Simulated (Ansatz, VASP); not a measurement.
# HfC in VASP and in Ansatz

```
Hf C
1.0
    -0.01101    2.29465    2.27172
     2.35976   -0.05371    2.31443
     2.32500    2.30260   -0.01895
Hf C
1 1
Direct
  0.50000 0.50000 0.50000
  0.00000 0.00000 0.00000
```

Change from the starting cell: cell strained at random at fixed volume.

Alike in both runs: task electric field gradients; functional RPBE; dispersion D4; k mesh 8 × 7 × 8; occupations tetrahedron; collinear spin.

|  | VASP | Ansatz |
| --- | --- | --- |
| version | VASP 6.6.1 | Ansatz 0.2.0 |
| potentials or method | VASP PAW PBE potentials, release 64 (Hf_pv, C) | Ansatz PAW |
| plane-wave cutoff (eV) | 520 | 420 |
| valence electrons in the cell | 14 | 30 |

```tsv
	VASP	Ansatz	Ansatz less VASP
gap on the k mesh at the Fermi level (eV)	none	none	-
pressure (GPa)	-3.7	-2.9	+0.78
traceless stress, the component that is largest in VASP (GPa)	5.24	5.21	-0.033
net moment per atom (μB)	0.00	0.00	0.000
size of Vzz on the site where it differs most (V/Å²)	42.4	52.5	+10.08
```

VASP's potentials were made for PBE, not for RPBE. A gap of «none» marks a metal or a gap that the smearing closes. VASP's potentials hold 14 valence electrons a cell and Ansatz's 30, so a difference there can come from the potentials and not from the codes.

Spin-orbit coupling is off throughout.
